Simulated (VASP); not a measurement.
SnSe:

```
Sn Se
1.0
     0.00000    3.21500    3.21500
     3.21500    0.00000    3.21500
     3.21500    3.21500    0.00000
Sn Se
1 1
Direct
  0.00000 0.00000 0.00000
  0.25000 0.25000 0.25000
```

| Item | Value |
| --- | --- |
| Program | VASP 6.6.1 |
| Task | relaxation of cell and atoms |
| Functional | PBE |
| Potentials or basis | VASP PAW PBE potentials, release 64 (Sn_d, Se) |
| Cutoff | 500 eV |
| k mesh | 6 × 6 × 6 |
| Occupations | fermi-dirac, width 0.01 eV |
| Spin | no spin polarisation |

At the start: pressure 6.1 GPa; volume 33.23 Å³/atom.

Task: How do energy, volume and symmetry change on relaxing?

Result: Over 3 steps the energy falls by 100.7 meV/atom and the volume is 38.98 Å³/atom (+17.3 %); space group F-43m (No. 216, to 0.1 Å) before and after.

Step by step:
| step | energy change (eV) | largest force (eV/Å) | pressure (GPa) | volume (Å³) |
| --- | --- | --- | --- | --- |
| 1 | 0.0000 | 0.0000 | 6.09 | 66.46 |
| 2 | -0.1990 | 0.0000 | -0.54 | 79.37 |
| 3 | -0.2014 | 0.0000 | 0.00 | 77.96 |

Final structure:
```
CELL_PARAMETERS angstrom
0.00000 3.39064 3.39064
3.39064 0.00000 3.39064
3.39064 3.39064 0.00000
ATOMIC_POSITIONS crystal
Sn 0.00000 0.00000 0.00000
Se 0.25000 0.25000 0.25000
```

Caveat: the volume moved by over 15 % at a fixed basis, so the end points are rough.
